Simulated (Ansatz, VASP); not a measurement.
# Two plane-wave programs on As

```
CELL_PARAMETERS angstrom
3.57134 0.00000 0.00000
-1.78567 3.09287 0.00000
0.00000 0.00000 20.29528
ATOMIC_POSITIONS crystal
As 0.33333 0.66667 0.29059
As 0.66667 0.33333 0.22173
As 0.16667 0.33333 0.59202
As 0.83333 0.66667 0.52316
```

Alike in both runs: task single point; functional PBE; dispersion D3(BJ); k mesh 9 × 9 × 1; occupations gaussian, width 0.05 eV; no spin polarisation.

|  | VASP | Ansatz |
| --- | --- | --- |
| version | VASP 6.6.1 | Ansatz 0.2.0 |
| potentials or method | VASP PAW PBE potentials, release 64 (As), cutoff 520 eV | scalar-relativistic, plane waves, PAW |
| valence electrons in the cell | 20 | 60 |

Ansatz gave:

- gap on the k mesh at the Fermi level (eV): 1.43
- least direct gap on the mesh (eV): 1.95
- rms of the force components (eV/Å): 0.022

**Question.** What did VASP give for the same quantities?

**Answer.** gap on the k mesh at the Fermi level (eV): 1.43; least direct gap on the mesh (eV): 1.94; rms of the force components (eV/Å): 0.066.

Atom by atom the forces differ by 0.053 eV/Å (rms over components). VASP's potentials hold 20 valence electrons a cell and Ansatz's 60, so a difference there can come from the potentials and not from the codes.
